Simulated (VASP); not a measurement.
BN, 2 atoms in the cell. The cell holds a slab with vacuum, 2 atoms: a = 2.416 Å, b = 2.416 Å, c = 26.000 Å, α = 90.00°, β = 90.00°, γ = 120.00°. 

| Quantity | Value |
| --- | --- |
| Program | VASP 6.6.1 |
| Task | single point |
| Functional | PBE |
| Dispersion | D3(BJ) |
| Potentials or basis | VASP PAW PBE potentials, release 64 (B, N) |
| Cutoff | 520 eV |
| k mesh | 12 × 12 × 1 |
| Occupations | gaussian, width 0.02 eV |
| Spin | no spin polarisation |
| Dipole correction | yes |
| Further INCAR settings | ALGO = Normal; EDIFF = 1e-07; NBANDS = 11 |

Potentials or basis: VASP PAW PBE potentials, release 64 (B, N).

The run is started by

```sh
$ cat potpaw_PBE.64/B/POTCAR potpaw_PBE.64/N/POTCAR > POTCAR
$ mpirun -np 1 vasp_std > vasp.out
```

Hardware: 1 thread of Intel(R) Xeon(R) Platinum 8259CL CPU @ 2.50GHz (Skylake/Cascade Lake), on a shared host.

Estimate the wall time of this run.

It took 46 s on 1 thread of Intel(R) Xeon(R) Platinum 8259CL CPU @ 2.50GHz (Skylake/Cascade Lake), on a shared host, peak memory 0.24 GiB. Counts: scf iterations 22, k points 19.
